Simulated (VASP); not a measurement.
# Ni (R-3m) in VASP: single point with PBE

Aim: the single point of Ni with PBE.

Everything below comes from runs of VASP 6.6.1. Logs are shortened: lines on timing, memory, paths and dates and some standing lists are left out, and cuts for length are marked.

## 1. The cell of the first run

It takes space group R-3m (No. 166, trigonal). The conventional cell has a = 2.789 Å, b = 2.789 Å, c = 4.850 Å, α = 90.00°, β = 90.00°, γ = 120.00°. Ni (site symmetry -3m) has 12 Ni at 2.28 to 2.79 Å within 3.0 Å.

## 2. Single point, PBE, collinear spin, ferromagnetic start

INCAR

```
SYSTEM = Ni
  PREC = Accurate
  ENCUT = 520
  EDIFF = 1E-7
  ISMEAR = 0
  SIGMA = 0.15
  LREAL = .FALSE.
  LASPH = .TRUE.
  NELM = 150
  ALGO = Fast
  ISIF = 2
  LWAVE = .FALSE.
  LCHARG = .FALSE.
  ISPIN = 2
  MAGMOM = 0.75
  LORBIT = 11
  LMAXMIX = 4
  GGA = PE
  NBANDS = 15
```

KPOINTS

```
Automatic mesh
0
G
  32 32 32
  0 0 0
```

POSCAR

```
Ni
1.0
   -0.3812566948      1.5907606923      1.5907606923
    1.5907606923     -0.3812566948      1.5907606923
    1.5907606923      1.5907606923     -0.3812566948
Ni
1
Direct
    0.0000000000      0.0000000000      0.0000000000
```

Potentials or basis: VASP PAW PBE potentials, release 64 (Ni).

Started as:

```
$ cat potpaw_PBE.64/Ni/POTCAR > POTCAR
$ mpirun -np 1 vasp_std > vasp.out
```

OUTCAR:

```text
SYSTEM = Ni
   PREC = Accurate
   ENCUT = 520
   EDIFF = 1E-7
   ISMEAR = 0
   LREAL = .FALSE.
   LASPH = .TRUE.
   NELM = 150
   ISIF = 2
   ISPIN = 2
   LORBIT = 11
   GGA = PE

 ion  position               nearest neighbor table
   1  0.000  0.000  0.000-

  LATTYP: Found a trigonal (rhomboedric) cell.
 ALAT       =     2.2817527972
 COS(alpha) =     0.2530624440

  Lattice vectors:

 A1 = (  -0.3812566948,   1.5907606923,   1.5907606923)
 A2 = (   1.5907606923,  -0.3812566948,   1.5907606923)
 A3 = (   1.5907606923,   1.5907606923,  -0.3812566948)

Analysis of symmetry for initial positions (statically):
=====================================================================
 Subroutine PRICEL returns:
 Original cell was already a primitive cell.

 Routine SETGRP: Setting up the symmetry group for a
 trigonal (rhombohedral) supercell.

 Subroutine GETGRP returns: Found 12 space group operations
 (whereof 12 operations were pure point group operations)
 out of a pool of 12 trial point group operations.

The static configuration has the point symmetry D_3d.

Analysis of symmetry for dynamics (positions and initial velocities):
=====================================================================
 Subroutine PRICEL returns:
 Original cell was already a primitive cell.

 Routine SETGRP: Setting up the symmetry group for a
 trigonal (rhombohedral) supercell.

 Subroutine GETGRP returns: Found 12 space group operations
 (whereof 12 operations were pure point group operations)
 out of a pool of 12 trial point group operations.

The dynamic configuration has the point symmetry D_3d.

Analysis of structural, dynamic, and magnetic symmetry:
=====================================================================
 Subroutine PRICEL returns:
 Original cell was already a primitive cell.

 Routine SETGRP: Setting up the symmetry group for a
 trigonal (rhombohedral) supercell.

 Subroutine GETGRP returns: Found 12 space group operations
 (whereof 12 operations were pure point group operations)
 out of a pool of 12 trial point group operations.

The overall configuration has the point symmetry D_3d.

 Subroutine INISYM returns: Found 12 space group operations
 (whereof 12 operations are pure point group operations),
 and found     1 'primitive' translations

----------------------------------------------------------------------------------------

                                     Primitive cell

  volume of cell :      10.8898

  direct lattice vectors                    reciprocal lattice vectors
    -0.381256695  1.590760692  1.590760692    -0.219026914  0.288068006  0.288068006
[... 129 lines left out ...]
  ---------------------------------------------------
  free energy    TOTEN  =        -4.98691465 eV

  energy without entropy =       -4.96768645  energy(sigma->0) =       -4.97730055

 E-fermi :   9.1908     XC(G=0): -13.1872

 val. band max:        9.1902134067   @ k =  -0.2812  -0.4687   0.1562
 cond. band min:       9.1908312656   @ k =  -0.2812  -0.4375   0.1875
 fundamental gap:      0.0006178589
 Fermi energy:         9.1908113705

 spin component 1

 k-point     1 :       0.0000    0.0000    0.0000
  band No.  band energies     occupation
      1       0.4136      1.00000
      2       6.0873      1.00000
      3       6.0873      1.00000
      4       8.8620      0.99903
      5       9.0292      0.93616
      6       9.0292      0.93616
      7      30.8315      0.00000
      8      32.6265      0.00000
      9      32.6265      0.00000
     10      36.2470      0.00000
     11      36.2470      0.00000
     12      40.1772      0.00000
     13      49.0655      0.00000
     14      49.0655      0.00000
[... 403 lines left out ...]
      4       8.6567      1.00000
      5       8.7610      0.99997
      6       8.9746      0.97924
      7      23.2686      0.00000
      8      32.1629      0.00000
      9      34.0466      0.00000
     10      37.0038      0.00000
     11      39.1171      0.00000
     12      42.7322      0.00000
     13      44.8338      0.00000
     14      48.5981      0.00000
     15      50.0286      0.00000

 [... further k-points ...]

 Fermi energy:         9.1908113705

 spin component 2

 k-point     1 :       0.0000    0.0000    0.0000
  band No.  band energies     occupation
      1       0.4135      1.00000
      2       6.0878      1.00000
      3       6.0878      1.00000
      4       8.8627      0.99901
      5       9.0299      0.93542
      6       9.0299      0.93542
      7      30.8314      0.00000
      8      32.6266      0.00000
      9      32.6266      0.00000
     10      36.2471      0.00000
     11      36.2471      0.00000
     12      40.1772      0.00000
     13      49.0656      0.00000
     14      49.0656      0.00000
[... 403 lines left out ...]
      4       8.6573      1.00000
      5       8.7617      0.99997
      6       8.9752      0.97894
      7      23.2687      0.00000
      8      32.1629      0.00000
      9      34.0467      0.00000
     10      37.0038      0.00000
     11      39.1171      0.00000
     12      42.7323      0.00000
     13      44.8339      0.00000
     14      48.5983      0.00000
     15      50.0292      0.00000

 [... further k-points ...]

------------------------ aborting loop because EDIFF is reached ----------------------------------------

  FORCE on cell =-STRESS in cart. coord.  units (eV):
  Direction    XX          YY          ZZ          XY          YZ          ZX
  --------------------------------------------------------------------------------------
  -------------------------------------------------------------------------------------
  Total        1.0593313      1.0593313      1.0593313      0.9689970      0.9689970      0.9689970
  in kB      155.8553875    155.8553875    155.8553875    142.5648450    142.5648450    142.5648450
  external PRESSURE =     155.8553875 kB  Pullay stress =       0.0000000 kB

 VOLUME and BASIS-vectors are now :
 -----------------------------------------------------------------------------
  energy-cutoff  :      520.00
  volume of cell :       10.89
      direct lattice vectors                 reciprocal lattice vectors
    -0.381256695  1.590760692  1.590760692    -0.219026914  0.288068006  0.288068006
     1.590760692 -0.381256695  1.590760692     0.288068006 -0.219026914  0.288068006
     1.590760692  1.590760692 -0.381256695     0.288068006  0.288068006 -0.219026914

 POSITION                                       TOTAL-FORCE (eV/Angst)
 -----------------------------------------------------------------------------------
      0.00000      0.00000      0.00000        -0.000000     -0.000000      0.000000
 -----------------------------------------------------------------------------------
    total drift:                                0.000000     -0.000000      0.000000

  FREE ENERGIE OF THE ION-ELECTRON SYSTEM (eV)
  ---------------------------------------------------
  free  energy   TOTEN  =        -4.9869146457 eV

  energy  without entropy=       -4.9676864470  energy(sigma->0) =       -4.97730055

 total charge

# of ion       s       p       d       tot
------------------------------------------
    1        0.526   0.492   8.398   9.416

 magnetization (x)

# of ion       s       p       d       tot
------------------------------------------
    1       -0.000  -0.000   0.001   0.001
```

Wall time 30 min (1 thread of Oxide Virtual Turin-like, shared host); peak memory 0.73 GiB.

What came out:

| Quantity | Value |
| --- | --- |
| Free energy | -4.9869 eV |
| Pressure | 15.6 GPa |
| Band gap on the k mesh | zero (filled and empty bands overlap) |
| Net moment | 0.00 μB per cell |
| Valence electrons inside the program's atomic spheres | Ni 9.42 |

Caveat: the cell stands under pressure; the moments typed at the start vanished in this run.
